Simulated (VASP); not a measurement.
# NaCl in VASP: a series of runs, part 2 of 3

VASP 6.6.1.

### 4 Single point, PBEsol (strain +0.080 along x and y, +0.080 along z)

INCAR

```
SYSTEM = NaCl
PREC = Accurate
ENCUT = 520
EDIFF = 1E-6
ISMEAR = 0
SIGMA = 0.05
LREAL = .False.
LASPH = .True.
NELM = 100
ALGO = Normal
ISIF = 2
LWAVE = .False.
LCHARG = .False.
GGA = PS
NBANDS = 14
```

KPOINTS

```
Automatic mesh
0
Gamma
  6 6 6
  0 0 0
```

POSCAR

```
NaCl
1.0
    3.7823652000      0.0000000000      0.0000000000
    0.0000000000      3.7823652000      0.0000000000
    0.0000000000      0.0000000000      3.7823652000
Na Cl
1 1
Direct
    0.0000000000      0.0000000000      0.0000000000
    0.5000000000      0.5000000000      0.5000000000
```

Potentials or basis: VASP PAW PBE potentials, release 64 (Na_pv, Cl).

Command:

```bash
$ cat potpaw_PBE.64/Na_pv/POTCAR potpaw_PBE.64/Cl/POTCAR > POTCAR
$ mpirun -np 1 vasp_std > vasp.out
```

OUTCAR:

```text
SYSTEM = NaCl
   PREC = Accurate
   ENCUT = 520
   EDIFF = 1E-6
   ISMEAR = 0
   LREAL = .False.
   LASPH = .True.
   NELM = 100
   ISIF = 2
   GGA = PS

 ion  position               nearest neighbor table
   1  0.000  0.000  0.000-
   2  0.500  0.500  0.500-

  LATTYP: Found a simple cubic cell.
 ALAT       =     3.7823652000

  Lattice vectors:

 A1 = (   3.7823652000,   0.0000000000,   0.0000000000)
 A2 = (   0.0000000000,   3.7823652000,   0.0000000000)
 A3 = (   0.0000000000,   0.0000000000,   3.7823652000)

Analysis of symmetry for initial positions (statically):
=====================================================================
 Subroutine PRICEL returns:
 Original cell was already a primitive cell.

 Routine SETGRP: Setting up the symmetry group for a
 simple cubic supercell.

 Subroutine GETGRP returns: Found 48 space group operations
 (whereof 48 operations were pure point group operations)
 out of a pool of 48 trial point group operations.

The static configuration has the point symmetry O_h .

Analysis of symmetry for dynamics (positions and initial velocities):
=====================================================================
 Subroutine PRICEL returns:
 Original cell was already a primitive cell.

 Routine SETGRP: Setting up the symmetry group for a
 simple cubic supercell.

 Subroutine GETGRP returns: Found 48 space group operations
 (whereof 48 operations were pure point group operations)
 out of a pool of 48 trial point group operations.

The dynamic configuration has the point symmetry O_h .

 Subroutine INISYM returns: Found 48 space group operations
 (whereof 48 operations are pure point group operations),
 and found     1 'primitive' translations

----------------------------------------------------------------------------------------

                                     Primitive cell

  volume of cell :      54.1116

  direct lattice vectors                    reciprocal lattice vectors
     3.782365200  0.000000000  0.000000000     0.264384835  0.000000000  0.000000000
     0.000000000  3.782365200  0.000000000     0.000000000  0.264384835  0.000000000
     0.000000000  0.000000000  3.782365200     0.000000000  0.000000000  0.264384835

  length of vectors
     3.782365200  3.782365200  3.782365200     0.264384835  0.264384835  0.264384835

  position of ions in fractional coordinates (direct lattice)
     0.000000000  0.000000000  0.000000000
     0.500000000  0.500000000  0.500000000

  ion indices of the primitive-cell ions
   primitive index   ion index
                 1           1
                 2           2

----------------------------------------------------------------------------------------

 KPOINTS: Automatic mesh

Automatic generation of k-mesh.
 Grid dimensions read from file:
 generate k-points for:    6    6    6

 Generating k-lattice:

  Cartesian coordinates                     Fractional coordinates (reciprocal lattice)
     0.044064139  0.000000000  0.000000000     0.166666667  0.000000000  0.000000000
     0.000000000  0.044064139  0.000000000     0.000000000  0.166666667  0.000000000
     0.000000000  0.000000000  0.044064139     0.000000000  0.000000000  0.166666667

  Length of vectors
     0.044064139  0.044064139  0.044064139

  Shift w.r.t. Gamma in fractional coordinates (k-lattice)
     0.000000000  0.000000000  0.000000000

 Subroutine IBZKPT returns following result:
 ===========================================

 Found     20 irreducible k-points:

 Following reciprocal coordinates:
            Coordinates               Weight
  0.000000  0.000000  0.000000      1.000000
  0.166667  0.000000  0.000000      6.000000
  0.333333  0.000000  0.000000      6.000000
  0.500000  0.000000  0.000000      3.000000
  0.166667  0.166667  0.000000     12.000000
  0.333333  0.166667  0.000000     24.000000
[... 12 lines left out ...]
  0.500000  0.500000  0.333333      6.000000
  0.500000  0.500000  0.500000      1.000000
   k-points           NKPTS =     20   k-points in BZ     NKDIM =     20   number of bands    NBANDS=     14
   number of dos      NEDOS =    301   number of ions     NIONS =      2
   total plane-waves  NPLWV =  21952
   dimension x,y,z NGX =    28 NGY =   28 NGZ =   28
   dimension x,y,z NGXF=    56 NGYF=   56 NGZF=   56
   ions per type =               1   1
   NGX,Y,Z   is equivalent  to a cutoff of  12.31, 12.31, 12.31 a.u.
   NGXF,Y,Z  is equivalent  to a cutoff of  24.61, 24.61, 24.61 a.u.
 SYSTEM =  NaCl
   PREC   = accura    normal or accurate (medium, high low for compatibility)
   ISTART =      0    job   : 0-new  1-cont  2-samecut
   ICHARG =      2    charge: 1-file 2-atom 10-const
   ISPIN  =      1    spin polarized calculation?
   LNONCOLLINEAR =      F non collinear calculations
   LSORBIT =      F    spin-orbit coupling
   LASPH  =      T    aspherical Exc in radial PAW
   ENCUT  =  520.0 eV  38.22 Ry    6.18 a.u.   7.03  7.03  7.03*2*pi/ulx,y,z
   NELM   =    100;   NELMIN=  2; NELMDL= -5     # of ELM steps
   EDIFF  = 0.1E-05   stopping-criterion for ELM
   LREAL  =      F    real-space projection
   EDIFFG = 0.1E-04   stopping-criterion for IOM
   NSW    =      0    number of steps for IOM
   IBRION =     -1    ionic relax: 0-MD 1-quasi-New 2-CG
   NFREE  =      0    steps in history (QN), initial steepest desc. (CG)
   ISIF   =      2    stress and relaxation
   ISYM   =      2    0-nonsym 1-usesym 2-fastsym
   POTIM  = 0.5000    time-step for ionic-motion
   TEBEG  =    0.0;   TEEND  =   0.0 temperature during run
   PSTRESS=    0.0 pullay stress
   NELECT =      14.0000    total number of electrons
   NUPDOWN=      -1.0000    fix difference up-down
   EMIN   =  10.00;   EMAX   =-10.00  energy-range for DOS
   EFERMI =   0.00;   METHOD = LEGACY
   ISMEAR =     0;   SIGMA  =   0.05  broadening in eV -4-tet -1-fermi 0-gaus
   EFERMI_NEDOS =   21; number of points for ismear=-14 and -15
   IALGO  =     38    algorithm
   IMIX   =      4    mixing-type and parameters
     AMIX     =   0.40;   BMIX     =  1.00
     AMIX_MAG =   1.60;   BMIX_MAG =  1.00
  volume/ion in A,a.u.               =      27.06       182.58
  Fermi-wavevector in a.u.,A,eV,Ry     =   1.043168  1.971301 14.805839  1.088198
  Thomas-Fermi vector in A             =   2.177865
   LORBIT       =      0    0 simple, 1 ext, 2 COOP (PROOUT), +10 PAW based schemes
   GGA     = PS    functional components
   LHFCALC =     F    Hartree Fock is set to
   AEXX    =    0.0000 exact exchange contribution
   IVDW    =     0    specifies the selected vdW correction
   LEPSILON=     F    determine dielectric tensor
   LRPA    =     F    only Hartree local field effects (RPA)
 non-spin polarized calculation
 Gauss-broadening in eV      SIGMA  =   0.05
  energy-cutoff  :      520.00
  volume of cell :       54.11
 maximum number of plane-waves:      1472
   NGX = 15   NGY = 15   NGZ = 15

 number of electron      13.9999985 magnetization

 Free energy of the ion-electron system (eV)
  ---------------------------------------------------
  ext. energy  EPLUGINS =         0.00000000
  ---------------------------------------------------
  free energy    TOTEN  =        -6.50953167 eV

  energy without entropy =       -6.50953167  energy(sigma->0) =       -6.50953167

 E-fermi :  -0.7138     XC(G=0):  -7.6043

 val. band max:       -0.9822074488   @ k =   0.5000   0.5000   0.0000
 cond. band min:       2.2593047046   @ k =   0.0000   0.0000   0.0000
 fundamental gap:      3.2415121535
 Fermi energy:        -0.7138454574

 k-point     1 :       0.0000    0.0000    0.0000
  band No.  band energies     occupation
      1     -23.2291      2.00000
      2     -23.2291      2.00000
      3     -23.2291      2.00000
      4     -13.6973      2.00000
      5      -1.3210      2.00000
      6      -1.3210      2.00000
      7      -1.3210      2.00000
      8       2.2593      0.00000
      9       7.5390      0.00000
     10       7.5390      0.00000
     11      12.6058      0.00000
     12      12.6058      0.00000
     13      12.6058      0.00000
     14      14.0789      0.00000
[... 309 lines left out ...]
      1     -23.2409      2.00000
      2     -23.2409      2.00000
      3     -23.2409      2.00000
      4     -13.2090      2.00000
      5      -2.2617      2.00000
      6      -2.2617      2.00000
      7      -2.2617      2.00000
      8       5.9054      0.00000
      9       5.9054      0.00000
     10       5.9054      0.00000
     11       8.9818      0.00000
     12      12.7136      0.00000
     13      12.7136      0.00000
     14      12.7136      0.00000

------------------------ aborting loop because EDIFF is reached ----------------------------------------

  FORCE on cell =-STRESS in cart. coord.  units (eV):
  Direction    XX          YY          ZZ          XY          YZ          ZX
  --------------------------------------------------------------------------------------
  -------------------------------------------------------------------------------------
  Total       -1.4044288     -1.4044288     -1.4044288      0.0000000      0.0000000     -0.0000000
  in kB      -41.5833942    -41.5833942    -41.5833942      0.0000000      0.0000000     -0.0000000
  external PRESSURE =     -41.5833942 kB  Pullay stress =       0.0000000 kB

 VOLUME and BASIS-vectors are now :
 -----------------------------------------------------------------------------
  energy-cutoff  :      520.00
  volume of cell :       54.11
      direct lattice vectors                 reciprocal lattice vectors
     3.782365200  0.000000000  0.000000000     0.264384835  0.000000000  0.000000000
     0.000000000  3.782365200  0.000000000     0.000000000  0.264384835  0.000000000
     0.000000000  0.000000000  3.782365200     0.000000000  0.000000000  0.264384835

 POSITION                                       TOTAL-FORCE (eV/Angst)
 -----------------------------------------------------------------------------------
      0.00000      0.00000      0.00000         0.000000      0.000000      0.000000
      1.89118      1.89118      1.89118         0.000000      0.000000      0.000000
 -----------------------------------------------------------------------------------
    total drift:                               -0.000000      0.000000      0.000000

  FREE ENERGIE OF THE ION-ELECTRON SYSTEM (eV)
  ---------------------------------------------------
  free  energy   TOTEN  =        -6.5095316669 eV

  energy  without entropy=       -6.5095316669  energy(sigma->0) =       -6.50953167
```

stdout:

```text
POSCAR found type information on POSCAR NaCl
 POSCAR found :  2 types and       2 ions
 scaLAPACK will be used
 -----------------------------------------------------------------------------
|                                                                             |
|                                                                             |
|     You enforced a specific xc type in the INCAR file but a different       |
|     I HOPE YOU KNOW WHAT YOU ARE DOING!                                     |
|                                                                             |
 -----------------------------------------------------------------------------

 LDA part: xc-table for (Slater+PW92), standard interpolation
 POSCAR, INCAR and KPOINTS ok, starting setup
 FFT: planning ... GRIDC
 FFT: planning ... GRID_SOFT
 FFT: planning ... GRID
 WAVECAR not read
 entering main loop
```

Run time: 14 s. Hardware: 1 thread of Intel Xeon 8259CL, shared host; peak memory 0.15 GiB.

Results:

```yaml
Free_energy: -6.5095 eV
Pressure: -4.2 GPa
Band_gap_on_the_k_mesh: 3.24 eV (least direct gap 3.58 eV)
```

Caveat: the cell differs from its parent crystal (strain +0.080 along x and y, +0.080 along z); the cell stands under tension; the PAW data sets were made with another functional, which shifts forces and pressure a little.

### 5 Single point, PBEsol (strain -0.080 along x and y, -0.040 along z)

INCAR

```
PREC = Accurate ; ENCUT = 520
EDIFF = 1E-6 ; ISMEAR = 0
SIGMA = 0.05 ; LREAL = F
LASPH = T ; NELM = 60
ALGO = Normal ; ISIF = 2
LWAVE = F ; LCHARG = T
GGA = PS ; LELF = T
LVHAR = T ; NBANDS = 14
```

KPOINTS

```
Automatic mesh
0
Gamma
  6 6 6
```

POSCAR

```
NaCl
1.0
    3.2220148000      0.0000000000      0.0000000000
    0.0000000000      3.2220148000      0.0000000000
    0.0000000000      0.0000000000      3.3621024000
Na Cl
1 1
Direct
    0.0000000000      0.0000000000      0.0000000000
    0.5000000000      0.5000000000      0.5000000000
```

Command:

```bash
$ cat potpaw_PBE.64/Na_pv/POTCAR potpaw_PBE.64/Cl/POTCAR > POTCAR
$ mpirun -np 1 vasp_std > vasp.out
```

It took 16 s on 1 thread of Intel Xeon 8259CL, shared host; peak memory 0.15 GiB.

Results (log left out):

* Free energy: -6.6046 eV
* Pressure: 6.8 GPa
* Band gap on the k mesh: 4.46 eV (least direct gap 5.08 eV)

Stress tensor (GPa, compression positive):
```
8.32 0.00 0.00
0.00 8.32 0.00
0.00 0.00 3.77
```

Levels at points of the mesh, in eV from the valence-band top:
```csv
k point,band 3,band 4,band 5,band 6,band 7,band 8,band 9,band 10,band 11,band 12
"(0.00, 0.00, 0.00)",-21.93,-14.36,-1.12,-0.66,-0.66,4.46,7.78,8.16,16.29,16.29
"(0.50, 0.00, 0.00)",-21.92,-13.68,-4.19,-0.76,-0.31,7.21,9.90,10.13,11.52,12.43
"(0.50, 0.50, 0.00)",-21.91,-13.21,-3.23,-3.23,-0.32,5.26,9.73,12.04,12.04,12.18
"(0.00, 0.00, 0.50)",-21.93,-13.82,-4.18,-0.41,-0.41,7.42,9.69,10.12,12.34,12.34
"(0.50, 0.00, 0.50)",-21.92,-13.34,-3.38,-3.18,0.00,5.08,10.16,12.02,12.42,12.88
"(0.50, 0.50, 0.50)",-21.97,-12.82,-2.80,-2.80,-2.61,6.71,6.77,6.77,13.19,17.03
```

Caveat: the cell differs from its parent crystal (strain -0.080 along x and y, -0.040 along z); the cell stands under pressure; the PAW data sets were made with another functional, which shifts forces and pressure a little. A k mesh can miss the band edges.

(Continued in part 3 of 3.)
